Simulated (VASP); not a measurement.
Write the native input for VASP 6.6.1 that does the following.

```yaml
Task: single point
Functional: r2SCAN
Potentials_or_basis: VASP PAW PBE potentials, release 64 (W_sv)
Cutoff: 520 eV
k_mesh: 20 × 20 × 20
Occupations: gaussian, width 0.15 eV
Spin: no spin polarisation
Dipole_correction: no
Further_INCAR_settings: ALGO = Normal; EDIFF = 1e-06; NBANDS = 13
```

The system is W.

```
W
1.0
     0.00000    2.03000    1.94880
     2.03000    0.00000    1.94880
     2.03000    2.03000    0.00000
W
1
Cartesian
  0.0000 0.0000 0.0000
```

This cell differs from its parent crystal: strain -0.0400 x Voigt [0, 0, 1, 0, 0, 0].

These files were run (other wordings do the same):

POSCAR

```
W
1.0
    0.0000000000      2.0300000000      1.9488000000
    2.0300000000      0.0000000000      1.9488000000
    2.0300000000      2.0300000000      0.0000000000
W
1
Direct
    0.0000000000      0.0000000000      0.0000000000
```

INCAR.step1

```
SYSTEM = W
  ALGO = Normal
  EDIFF = 1E-4
  ENCUT = 520
  GGA = PE
  ISMEAR = 0
  LASPH = .True.
  LCHARG = .False.
  LREAL = .False.
  LWAVE = .True.
  NBANDS = 13
  NELM = 100
  PREC = Accurate
  SIGMA = 0.15
```

INCAR.step2

```
SYSTEM = W
  ALGO = Normal
  EDIFF = 1E-6
  ENCUT = 520
  ISIF = 2
  ISMEAR = 0
  ISTART = 1
  LASPH = .True.
  LCHARG = .False.
  LMIXTAU = .True.
  LREAL = .False.
  LWAVE = .False.
  METAGGA = R2SCAN
  NBANDS = 13
  NELM = 100
  PREC = Accurate
  SIGMA = 0.15
```

KPOINTS

```
k-points
0
Gamma
  20 20 20
  0 0 0
```

Potentials or basis: VASP PAW PBE potentials, release 64 (W_sv).

The run is started by

```sh
$ cat potpaw_PBE.64/W_sv/POTCAR > POTCAR
$ cp INCAR.step1 INCAR
$ mpirun -np 1 vasp_std > vasp.out
$ cp INCAR.step2 INCAR
$ mpirun -np 1 vasp_std > vasp.out
```

It gave:

- Pressure: 4.0 GPa
- Band gap on the k mesh: zero (band 7 reaches 14.37 eV, above the bottom of band 8 at 10.06 eV)

Caveat: the cell differs from its parent crystal (strain -0.0400 x Voigt [0, 0, 1, 0, 0, 0]); the PAW data sets were made with another functional, which shifts forces and pressure a little; spin-orbit coupling is left out, which moves the levels of the heavy elements.

Wall time 9.7 min on 1 thread of AMD EPYC 7R43 64-Core Processor (Zen 3) (shared host), peak memory 0.21 GiB.
